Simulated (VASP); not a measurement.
Input of a VASP 6.6.1 run:

The input POSCAR:

```
MgS
1.0
    0.0000000000      2.6024618700      2.6024618700
    2.6024618700      0.0000000000      2.6024618700
    2.6024618700      2.6024618700      0.0000000000
Mg S
1 1
Direct
    0.0000000000      0.0000000000      0.0000000000
    0.5000000000      0.5000000000      0.5000000000
```

File INCAR.step1:

```
SYSTEM = MgS
ALGO     = Normal         ! electronic algorithm
EDIFF    = 1E-4           ! SCF threshold, eV
ENCUT    = 520            ! plane-wave cutoff, eV
GGA      = PE             ! functional
ISMEAR   = -1             ! smearing method
LASPH    = .True.         ! aspherical terms in the spheres
LCHARG   = .False.        ! write CHGCAR
LREAL    = .False.        ! projectors in reciprocal space
LWAVE    = .True.         ! write WAVECAR
NELM     = 80             ! most SCF steps
PREC     = Accurate       ! precision mode
SIGMA    = 0.02           ! smearing width, eV
```

Contents of INCAR.step2:

```
SYSTEM = MgS
ALGO     = Normal         ! electronic algorithm
EDIFF    = 1E-6           ! SCF threshold, eV
EDIFFG   = -0.01          ! ionic threshold
ENCUT    = 520            ! plane-wave cutoff, eV
IBRION   = 2              ! ionic algorithm
ISIF     = 2              ! what is computed and relaxed
ISMEAR   = -1             ! smearing method
ISTART   = 1            
LASPH    = .True.         ! aspherical terms in the spheres
LCHARG   = .False.        ! write CHGCAR
LMIXTAU  = .True.       
LREAL    = .False.        ! projectors in reciprocal space
LWAVE    = .False.        ! write WAVECAR
METAGGA  = R2SCAN         ! meta-GGA
NELM     = 80             ! most SCF steps
NSW      = 50             ! ionic steps
PREC     = Accurate       ! precision mode
SIGMA    = 0.02           ! smearing width, eV
```

Contents of KPOINTS:

```
k-points
0
Gamma
  10 10 10
  0 0 0
```

Potentials or basis: VASP PAW PBE potentials, release 64 (Mg, S).

The run is started by

```bash
$ cat potpaw_PBE.64/Mg/POTCAR potpaw_PBE.64/S/POTCAR > POTCAR
$ cp INCAR.step1 INCAR
$ mpirun -np 1 vasp_std > vasp.out
$ cp INCAR.step2 INCAR
$ mpirun -np 1 vasp_std > vasp.out
```

Task: Estimate the band gap on the k mesh.

Result: 3.43 eV (least direct gap 4.61 eV).

Final structure:
```xyz
2
Lattice="0.0000 2.6025 2.6025 2.6025 0.0000 2.6025 2.6025 2.6025 0.0000" Properties=species:S:1:pos:R:3 pbc="T T T"
Mg    0.0000    0.0000    0.0000
S     2.6025    2.6025    2.6025
```

Caveat: the relaxation stopped at its first step, so nothing moved. A k mesh can miss the band edges.
